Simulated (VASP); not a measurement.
# Ag (Im-3m) in VASP: notebook

The runs below take Ag through single point, with PBE0.

Program: VASP 6.6.1. These are calculated values, not measurements. Logs are shortened: lines on timing, memory, paths and dates and some standing lists are left out, and cuts for length are marked.

## 1. The cell of the first run

Symmetry: Im-3m, No. 229, cubic system. Conventional cell: a = 3.289 Å, b = 3.289 Å, c = 3.289 Å, α = 90.00°, β = 90.00°, γ = 90.00°. Ag (site symmetry m-3m) has 14 Ag at 2.85 to 3.29 Å within 3.8 Å.

This isn't the form of Ag at room conditions, which is fcc.

## 2. Single point, PBE0

Input file POSCAR:

```
Ag
1.0
   -1.6445418934      1.6445418934      1.6445418934
    1.6445418934     -1.6445418934      1.6445418934
    1.6445418934      1.6445418934     -1.6445418934
Ag
1
Direct
    0.0000000000      0.0000000000      0.0000000000
```

Input file INCAR.step1:

```
SYSTEM = Ag
PREC     = Accurate       ! precision mode
ENCUT    = 520            ! plane-wave cutoff, eV
EDIFF    = 1E-5           ! SCF threshold, eV
ISMEAR   = -1             ! smearing method
SIGMA    = 0.05           ! smearing width, eV
LREAL    = .FALSE.        ! projectors in reciprocal space
LASPH    = .TRUE.         ! aspherical terms in the spheres
NELM     = 100            ! most SCF steps
ALGO     = Normal         ! electronic algorithm
ISIF     = 2              ! what is computed and relaxed
LWAVE    = .TRUE.         ! write WAVECAR
LCHARG   = .FALSE.        ! write CHGCAR
GGA      = PE             ! functional
NBANDS   = 12             ! bands
```

Input file INCAR.step2:

```
SYSTEM = Ag
PREC     = Accurate       ! precision mode
ENCUT    = 520            ! plane-wave cutoff, eV
EDIFF    = 1E-7           ! SCF threshold, eV
ISMEAR   = -1             ! smearing method
SIGMA    = 0.05           ! smearing width, eV
LREAL    = .FALSE.        ! projectors in reciprocal space
LASPH    = .TRUE.         ! aspherical terms in the spheres
NELM     = 100            ! most SCF steps
ALGO     = Normal         ! electronic algorithm
ISIF     = 2              ! what is computed and relaxed
LWAVE    = .FALSE.        ! write WAVECAR
LCHARG   = .FALSE.        ! write CHGCAR
GGA      = PE             ! functional
LHFCALC  = .TRUE.         ! exact exchange
AEXX     = 0.25           ! exact-exchange fraction
PRECFOCK = Normal       
ISTART   = 1            
NBANDS   = 12             ! bands
```

Input file KPOINTS:

```
Automatic mesh
0
G
  6 6 6
  0 0 0
```

Potentials or basis: VASP PAW PBE potentials, release 64 (Ag).

Run with:

```
$ cat potpaw_PBE.64/Ag/POTCAR > POTCAR
$ cp INCAR.step1 INCAR
$ mpirun -np 1 vasp_std > vasp.out
$ cp INCAR.step2 INCAR
$ mpirun -np 1 vasp_std > vasp.out
```

OUTCAR:

```text
SYSTEM = Ag
   PREC = Accurate
   ENCUT = 520
   EDIFF = 1E-7
   ISMEAR = -1
   LREAL = .FALSE.
   LASPH = .TRUE.
   NELM = 100
   ISIF = 2
   GGA = PE
   LHFCALC = .TRUE.
   AEXX = 0.25
   PRECFOCK = Normal
   ISTART = 1

 ion  position               nearest neighbor table
   1  0.000  0.000  0.000-

  LATTYP: Found a body centered cubic cell.
 ALAT       =     3.2890837868

  Lattice vectors:

 A1 = (  -1.6445418934,   1.6445418934,   1.6445418934)
 A2 = (   1.6445418934,  -1.6445418934,   1.6445418934)
 A3 = (   1.6445418934,   1.6445418934,  -1.6445418934)

Analysis of symmetry for initial positions (statically):
=====================================================================
 Subroutine PRICEL returns:
 Original cell was already a primitive cell.

 Routine SETGRP: Setting up the symmetry group for a
 body centered cubic supercell.

 Subroutine GETGRP returns: Found 48 space group operations
 (whereof 48 operations were pure point group operations)
 out of a pool of 48 trial point group operations.

The static configuration has the point symmetry O_h .

Analysis of symmetry for dynamics (positions and initial velocities):
=====================================================================
 Subroutine PRICEL returns:
 Original cell was already a primitive cell.

 Routine SETGRP: Setting up the symmetry group for a
 body centered cubic supercell.

 Subroutine GETGRP returns: Found 48 space group operations
 (whereof 48 operations were pure point group operations)
 out of a pool of 48 trial point group operations.

The dynamic configuration has the point symmetry O_h .

 Subroutine INISYM returns: Found 48 space group operations
 (whereof 48 operations are pure point group operations),
 and found     1 'primitive' translations

----------------------------------------------------------------------------------------

                                     Primitive cell

  volume of cell :      17.7908

  direct lattice vectors                    reciprocal lattice vectors
    -1.644541893  1.644541893  1.644541893     0.000000000  0.304036037  0.304036037
     1.644541893 -1.644541893  1.644541893     0.304036037  0.000000000  0.304036037
     1.644541893  1.644541893 -1.644541893     0.304036037  0.304036037  0.000000000

  length of vectors
     2.848430115  2.848430115  2.848430115     0.429971887  0.429971887  0.429971887

[... 84 lines left out ...]
   ISMEAR =    -1;   SIGMA  =   0.05  broadening in eV -4-tet -1-fermi 0-gaus
   EFERMI_NEDOS =   21; number of points for ismear=-14 and -15
   IALGO  =     38    algorithm
   IMIX   =      1    mixing-type and parameters
     AMIX     =   0.40;   BMIX     =  1.00
     AMIX_MAG =   1.60;   BMIX_MAG =  1.00
  volume/ion in A,a.u.               =      17.79       120.06
  Fermi-wavevector in a.u.,A,eV,Ry     =   1.394679  2.635560 26.465077  1.945128
  Thomas-Fermi vector in A             =   2.518204
   LORBIT       =      0    0 simple, 1 ext, 2 COOP (PROOUT), +10 PAW based schemes
   GGA     = PE    functional components
   LHFCALC =     T    Hartree Fock is set to
   PRECFOCK=normal    Normal, Fast or Accurate (Low or Medium for compatibility)
   ENCUT4O =  -1.0   cutoff for four orbital integrals eV
   NKREDX  =     1    reduce k-point grid by
   NKREDY  =     1    reduce k-point grid by
   NKREDZ  =     1    reduce k-point grid by
   AEXX    =    0.2500 exact exchange contribution
   HFSCREEN=    0.0000 screening length (either q_TF or 0.3 A-1)
   HFSCREENC=   0.0000 screening length for correlation (either q_TF or 0.3 A-1)
   ENCUTFOCK=  -1.0 apply spherical cutoff to Coloumb kernel
   IVDW    =     0    specifies the selected vdW correction
   LEPSILON=     F    determine dielectric tensor
   LRPA    =     F    only Hartree local field effects (RPA)
 non-spin polarized calculation
  energy-cutoff  :      520.00
  volume of cell :       17.79
 maximum number of plane-waves:       490
 NGX is ok and might be reduce to    24
  NGX = 16; NGY = 16; NGZ = 16

 number of electron      11.0000004 magnetization

 Free energy of the ion-electron system (eV)
  ---------------------------------------------------
  ext. energy  EPLUGINS =         0.00000000
  ---------------------------------------------------
  free energy    TOTEN  =        -2.91512663 eV

  energy without entropy =       -2.90132163  energy(sigma->0) =       -2.90822413

 E-fermi :   7.9355     XC(G=0):  -9.3644

 val. band max:        7.4755196005   @ k =   0.5000   0.0000   0.0000
 cond. band min:       7.9749346065   @ k =   0.3333   0.1667   0.0000
 fundamental gap:      0.4994150060
 Fermi energy:         7.9355146784

 k-point     1 :       0.0000    0.0000    0.0000
  band No.  band energies     occupation
      1      -1.0693      2.00000
      2       1.1766      2.00000
      3       1.1766      2.00000
      4       1.1766      2.00000
      5       2.4656      2.00000
      6       2.4656      2.00000
      7      26.8983      0.00000
      8      26.8983      0.00000
      9      26.8983      0.00000
     10      33.1666      0.00000
     11      33.1670      0.00000
     12      33.1671      0.00000
[... 211 lines left out ...]
 k-point    16 :       0.5000    0.5000    0.5000
  band No.  band energies     occupation
      1      -0.2531      2.00000
      2      -0.2531      2.00000
      3       3.3251      2.00000
      4       3.3251      2.00000
      5       3.3251      2.00000
      6      15.6550      0.00000
      7      15.6550      0.00000
      8      15.6550      0.00000
      9      21.7763      0.00000
     10      22.1142      0.00000
     11      22.1142      0.00000
     12      36.1948      0.00000

------------------------ aborting loop because EDIFF is reached ----------------------------------------

  FORCE on cell =-STRESS in cart. coord.  units (eV):
  Direction    XX          YY          ZZ          XY          YZ          ZX
  --------------------------------------------------------------------------------------
  -------------------------------------------------------------------------------------
  Total        0.0380013      0.0380013      0.0380013      0.0000000      0.0000000     -0.0000000
  in kB        3.4222661      3.4222661      3.4222661      0.0000000      0.0000000     -0.0000000
  external PRESSURE =       3.4222661 kB  Pullay stress =       0.0000000 kB

 VOLUME and BASIS-vectors are now :
 -----------------------------------------------------------------------------
  energy-cutoff  :      520.00
  volume of cell :       17.79
      direct lattice vectors                 reciprocal lattice vectors
    -1.644541893  1.644541893  1.644541893     0.000000000  0.304036037  0.304036037
     1.644541893 -1.644541893  1.644541893     0.304036037  0.000000000  0.304036037
     1.644541893  1.644541893 -1.644541893     0.304036037  0.304036037  0.000000000

 POSITION                                       TOTAL-FORCE (eV/Angst)
 -----------------------------------------------------------------------------------
      0.00000      0.00000      0.00000         0.000000      0.000000      0.000000
 -----------------------------------------------------------------------------------
    total drift:                               -0.000000     -0.000000     -0.000000

  FREE ENERGIE OF THE ION-ELECTRON SYSTEM (eV)
  ---------------------------------------------------
  free  energy   TOTEN  =        -2.9151266306 eV

  energy  without entropy=       -2.9013216258  energy(sigma->0) =       -2.90822413
```

It took 8.3 min on 1 thread of Intel Xeon Platinum 8259CL at 2.50GHz (Skylake/Cascade Lake), shared host; peak memory 0.15 GiB.

Results:

```yaml
Free_energy: -2.9151 eV
Pressure: 0.3 GPa
Band_gap_on_the_k_mesh: zero (an odd number of electrons rules out a gap without spin polarisation)
```

Levels at points of the mesh, in eV from the Fermi level:
| k point | band 2 | band 3 | band 4 | band 5 | band 6 | band 7 | band 8 | band 9 |
| --- | --- | --- | --- | --- | --- | --- | --- | --- |
| (0.00, 0.00, 0.00) | -6.76 | -6.76 | -6.76 | -5.47 | -5.47 | 18.96 | 18.96 | 18.96 |
| (0.50, 0.00, 0.00) | -7.53 | -5.49 | -5.31 | -4.35 | -0.46 | 4.65 | 14.26 | 15.47 |
| (0.50, 0.50, 0.50) | -8.19 | -4.61 | -4.61 | -4.61 | 7.72 | 7.72 | 7.72 | 13.84 |

Caveat: the k points lie up to 0.45 Å⁻¹ apart, too coarse for converged energies and pressures of a metal; the PAW data sets were made with another functional, which shifts forces and pressure a little.

## 3. Single point, PBE0

This run uses another cell than the first one, of 18.52 Å³/atom.

Input file POSCAR:

```
Ag
1.0
   -1.6666189156      1.6666189156      1.6666189156
    1.6666189156     -1.6666189156      1.6666189156
    1.6666189156      1.6666189156     -1.6666189156
Ag
1
Direct
    0.0000000000      0.0000000000      0.0000000000
```

Input file INCAR.step1:

```
ALGO = Normal ; EDIFF = 1E-5
ENCUT = 520 ; GGA = PE
ISIF = 2 ; ISMEAR = -1
LASPH = True ; LCHARG = False
LREAL = False ; LWAVE = True
NBANDS = 12 ; NELM = 80
PREC = Accurate ; SIGMA = 0.05
```

Input file INCAR.step2:

```
AEXX = 0.25 ; ALGO = Normal
EDIFF = 1E-7 ; ENCUT = 520
GGA = PE ; ISIF = 2
ISMEAR = -1 ; ISTART = 1
LASPH = True ; LCHARG = False
LHFCALC = True ; LREAL = False
LWAVE = False ; NBANDS = 12
NELM = 80 ; PREC = Accurate
PRECFOCK = Normal ; SIGMA = 0.05
```

Input file KPOINTS:

```
k-points
0
Gamma
  6 6 6
```

Potentials or basis: VASP PAW PBE potentials, release 64 (Ag).

Run with:

```
$ cat potpaw_PBE.64/Ag/POTCAR > POTCAR
$ cp INCAR.step1 INCAR
$ mpirun -np 1 vasp_std > vasp.out
$ cp INCAR.step2 INCAR
$ mpirun -np 1 vasp_std > vasp.out
```

Run time: 14 min. Hardware: 1 thread of Intel Xeon Platinum 8259CL at 2.50GHz (Skylake/Cascade Lake), shared host; peak memory 0.15 GiB.

It converged, with:

```
Free energy            : -2.9096 eV
Pressure               : -2.9 GPa
Band gap on the k mesh : zero (an odd number of electrons rules out a gap without spin polarisation)
```

Levels at points of the mesh, in eV from the Fermi level:
```
           k point  band 1  band 2  band 3  band 4  band 5  band 6  band 7  band 8  band 9  band 10
(0.00, 0.00, 0.00)   -8.69   -6.61   -6.61   -6.61   -5.41   -5.41   18.78   18.78   18.78    24.45
(0.50, 0.00, 0.00)   -7.89   -7.33   -5.43   -5.26   -4.37   -0.35    4.42   14.09   15.09    20.26
(0.50, 0.50, 0.50)   -7.94   -7.94   -4.61   -4.61   -4.61    7.60    7.60    7.60   13.27    13.80
```

Caveat: the k points lie up to 0.44 Å⁻¹ apart, too coarse for converged energies and pressures of a metal; the PAW data sets were made with another functional, which shifts forces and pressure a little.

The gap in the log of VASP goes by the Fermi energy; the results here count the filled bands.